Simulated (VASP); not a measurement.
Set up this calculation in VASP 6.6.1, as the native input.

```
Task                   : single point
Functional             : PBEsol
Potentials or basis    : VASP PAW PBE potentials, release 64 (Ru_pv)
Cutoff                 : 520 eV
k mesh                 : 19 × 19 × 19
Occupations            : fermi-dirac, width 0.1 eV
Spin                   : no spin polarisation
Dipole correction      : no
Further INCAR settings : ALGO = Normal; EDIFF = 1e-06; NBANDS = 13
```

The structure of Ru lies in POSCAR:

```
Ru
1.0
   -1.4483780072      1.4483780072      1.4483780072
    1.4483780072     -1.4483780072      1.4483780072
    1.4483780072      1.4483780072     -1.4483780072
Ru
1
Direct
    0.0000000000      0.0000000000      0.0000000000
```

These files were run (other wordings do the same):

INCAR

```
SYSTEM = Ru
PREC = Accurate
ENCUT = 520
EDIFF = 1E-6
ISMEAR = -1
SIGMA = 0.1
LREAL = .FALSE.
LASPH = .TRUE.
NELM = 80
ALGO = Normal
ISIF = 2
LWAVE = .FALSE.
LCHARG = .FALSE.
GGA = PS
NBANDS = 13
```

KPOINTS

```
Automatic mesh
0
G
  19 19 19
  0 0 0
```

Potentials or basis: VASP PAW PBE potentials, release 64 (Ru_pv).

Run with:

```sh
$ cat potpaw_PBE.64/Ru_pv/POTCAR > POTCAR
$ mpirun -np 1 vasp_std > vasp.out
```

It gave:

```
Pressure               : 52.3 GPa
Band gap on the k mesh : zero (band 7 reaches 17.17 eV, above the bottom of band 8 at 12.62 eV)
```

Caveat: the PAW data sets were made with another functional, which shifts forces and pressure a little.

Run time: 36 s on 1 thread of Intel Xeon 8259CL, with other jobs on the host, peak memory 0.15 GiB.
